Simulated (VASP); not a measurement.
Set up this calculation in VASP 6.6.1, as the native input.

```yaml
Task: relaxation of shape and atoms at fixed volume
Functional: PBE
Potentials_or_basis: VASP PAW PBE potentials, release 64 (Ga_d)
Cutoff: 600 eV
k_mesh: 17 × 17 × 15
Occupations: fermi-dirac, width 0.05 eV
Spin: no spin polarisation
Dipole_correction: no
Further_INCAR_settings: ALGO = Normal; EDIFF = 1e-07; IBRION = 2; EDIFFG = -0.005; NSW = 50; ISIF = 4
```

The structure of Ga lies in POSCAR:

```
Ga
1.0
    2.8106950681      0.0000000000      0.0000000000
   -1.4053475340      2.4341333313      0.0000000000
    0.0000000000      0.0000000000      2.6907693801
Ga
1
Direct
    0.0000000000      0.0000000000      0.0000000000
```

This isn't the form of Ga at room conditions, which is orthorhombic.

One way to write it, as run:

INCAR

```
PREC = Accurate ; ENCUT = 600
EDIFF = 1E-7 ; ISMEAR = -1
SIGMA = 0.05 ; LREAL = False
LASPH = True ; NELM = 60
ALGO = Normal ; ISIF = 4
LWAVE = False ; LCHARG = False
GGA = PE ; IBRION = 2
NSW = 50 ; EDIFFG = -0.005
```

KPOINTS

```
regular mesh
0
Gamma
  17 17 15
```

Potentials or basis: VASP PAW PBE potentials, release 64 (Ga_d).

Launch:

```console
$ cat potpaw_PBE.64/Ga_d/POTCAR > POTCAR
$ mpirun -np 1 vasp_std > vasp.out
```

Results of the run:

- Energy gained by relaxing: 0.0 meV/atom
- Ionic steps: 2
- Pressure after relaxing: 2.9 GPa
- Band gap on the k mesh: zero (an odd number of electrons rules out a gap without spin polarisation)

Wall time 43 s on 1 thread of Intel Xeon 8259CL, on a shared host, peak memory 0.19 GiB.
